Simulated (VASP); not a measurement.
Runs of VASP 6.6.1 on MgS. The structure is that of space group Fm-3m (No. 225), or close to it. The cells are those of the table. 

```tsv
cell	cutoff (eV)	gap on the mesh (eV)	pressure (GPa)
a = 3.459, b = 3.459, c = 3.385 Å, angles 60.7, 60.7, 58.6°, 2 atoms	600	2.92	23.1
a = 3.826 Å, angles 60.0°, 2 atoms	520	2.45	-8.0
a = 3.606, b = 3.606, c = 3.532 Å, angles 60.7, 60.7, 58.6°, 2 atoms	600	2.70	6.4
a = 3.974 Å, angles 60.0°, 2 atoms	600	2.05	-11.7
a = 3.385 Å, angles 60.0°, 2 atoms	600	3.18	(b)
a = 3.532 Å, angles 60.0°, 2 atoms	600	(a)	10.6
```

Alike in all rows: task single point; level PBEsol; potentials or basis VASP PAW PBE potentials, release 64 (Mg, S); no spin polarisation; k mesh 8 × 8 × 8; smearing gaussian 0.05 eV.

Question: Estimate the missing entries.

Answer: (a) 2.95; (b) 30.2.

Caveats: the PAW data sets were made with another functional, which shifts forces and pressure a little.

A k mesh can miss the band edges.
